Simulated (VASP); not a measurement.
# ReSbN: single point with PBE

The system is ReSbN.

```
CELL_PARAMETERS angstrom
3.43212 0.00000 0.00000
0.00000 3.43212 0.00000
0.00000 0.00000 8.59263
ATOMIC_POSITIONS crystal
Re 0.00000 0.50000 0.87324
Re 0.50000 0.00000 0.12676
Sb 0.00000 0.50000 0.33346
Sb 0.50000 0.00000 0.66654
N 0.00000 0.00000 0.00000
N 0.50000 0.50000 0.00000
```

* Program: VASP 6.6.1
* Task: single point
* Functional: PBE
* Potentials or basis: VASP PAW PBE potentials, release 64 (Re, Sb, N)
* Cutoff: 520 eV
* k mesh: 7 × 7 × 3
* Occupations: fermi-dirac, width 0.05 eV
* Spin: no spin polarisation
* Dipole correction: no
* Further INCAR settings: ALGO = Normal; EDIFF = 1e-07; NBANDS = 26

* Pressure: 0.0 GPa
* Largest force: 0.109 eV/Å
* Band gap on the k mesh: zero (bands 17 and 18 overlap by 1.67 eV)

Forces in eV/Å, atoms in the order of the input:
```
Re   0.000  0.000 -0.109
Re   0.000  0.000  0.109
Sb   0.000  0.000 -0.042
Sb   0.000  0.000  0.042
N    0.000  0.000  0.000
N    0.000  0.000  0.000
```

Stress tensor (GPa, compression positive):
```
-0.15  0.00  0.00
 0.00 -0.15  0.00
 0.00  0.00  0.37
```

Levels at points of the mesh, in eV from the Fermi level:
| k point | band 13 | band 14 | band 15 | band 16 | band 17 | band 18 | band 19 | band 20 | band 21 | band 22 |
| --- | --- | --- | --- | --- | --- | --- | --- | --- | --- | --- |
| (0.00, 0.00, 0.00) | -0.83 | -0.06 | 0.18 | 0.41 | 0.41 | 1.06 | 1.61 | 1.64 | 1.64 | 4.80 |

Wall time 32 s on 1 thread of Intel(R) Xeon(R) 6975P-C (Granite Rapids), with other jobs on the host, peak memory 0.24 GiB.

Caveat: spin-orbit coupling is left out, which moves the levels of the heavy elements; this functional lacks dispersion, which binds layers or chains, so the pressure and a relaxed spacing across them are unreliable.
